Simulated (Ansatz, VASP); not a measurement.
# Two plane-wave programs on ZrSe2

```
CELL_PARAMETERS angstrom
3.78811 0.00000 0.00000
-1.89406 3.28060 0.00000
0.00000 0.00000 6.18006
ATOMIC_POSITIONS crystal
Zr 0.00000 0.00000 0.00000
Se 0.33333 0.66667 0.25381
Se 0.66667 0.33333 0.74619
```

Alike in both runs: task single point; functional PBE-based screened hybrid with a share of 0.3 of exact exchange and HFSCREEN = 0.5; k mesh 6 × 6 × 2; no spin polarisation.

|  | VASP | Ansatz |
| --- | --- | --- |
| version | VASP 6.6.1 | Ansatz 0.2.0 |
| potentials or method | VASP PAW PBE potentials, release 64 (Zr_sv, Se) | plane waves |
| plane-wave cutoff (eV) | 400 | 420 |
| occupations | gaussian, width 0.01 eV | fixed |
| valence electrons in the cell | 24 | 44 |

|  | VASP | Ansatz | Ansatz less VASP |
| --- | --- | --- | --- |
| gap on the k mesh at the Fermi level (eV) | 0.66 | 0.65 | -0.013 |
| pressure (GPa) | 0.5 | 0.7 | +0.20 |
| traceless stress, the component that is largest in VASP (GPa) | 0.28 | 0.30 | +0.024 |
| rms of the force components (eV/Å) | 0.057 | 0.046 | -0.0108 |

VASP's potentials were made for PBE, not for PBE-based screened hybrid. Atom by atom the forces differ by 0.011 eV/Å (rms over components). VASP's potentials hold 24 valence electrons a cell and Ansatz's 44, so a difference there can come from the potentials and not from the codes. Ansatz's warnings: stress exchange threshold loose, stress scf threshold loose.

The k mesh is coarse, so the values compare programs but aren't converged.
